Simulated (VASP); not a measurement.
A run of VASP 6.6.1:

File INCAR:

```
SYSTEM = Ta4S
  PREC = Accurate
  ENCUT = 520
  EDIFF = 1E-6
  ISMEAR = 0
  SIGMA = 0.1
  LREAL = .False.
  LASPH = .True.
  NELM = 80
  ALGO = Normal
  ISIF = 2
  LWAVE = .False.
  LCHARG = .False.
  LDIPOL = .True.
  IDIPOL = 3
  DIPOL = 0.5 0.5 0.366
  GGA = CA
  NBANDS = 33
```

File KPOINTS:

```
regular mesh
0
Gamma
  8 8 1
  0 0 0
```

The input POSCAR:

```
Ta4S
1.0
    3.2528501163      0.0000000000      0.0000000000
    0.0000000000      3.2528501163      0.0000000000
    0.0000000000      0.0000000000     20.2133955625
Ta S
4 1
Direct
    0.5000000000      0.5000000000      0.1978885728
    0.0000000000      0.0000000000      0.2783513062
    0.5000000000      0.5000000000      0.3580225063
    0.0000000000      0.2244452282      0.4576602819
    0.0000000000      0.7500000000      0.5396186912
```

Potentials or basis: VASP PAW LDA potentials, release 64 (Ta_pv, S).

The run is started by

```sh
$ cat potpaw_LDA.64/Ta_pv/POTCAR potpaw_LDA.64/S/POTCAR > POTCAR
$ mpirun -np 1 vasp_std > vasp.out
```

Hardware: 1 thread of Intel(R) Xeon(R) Platinum 8375C CPU @ 2.90GHz (Ice Lake) (shared host).

Estimate the wall time of this run.

Run time: 4.7 min on 1 thread of Intel(R) Xeon(R) Platinum 8375C CPU @ 2.90GHz (Ice Lake), with other jobs on the host, peak memory 0.31 GiB. Counts: scf iterations 27, k points 25.
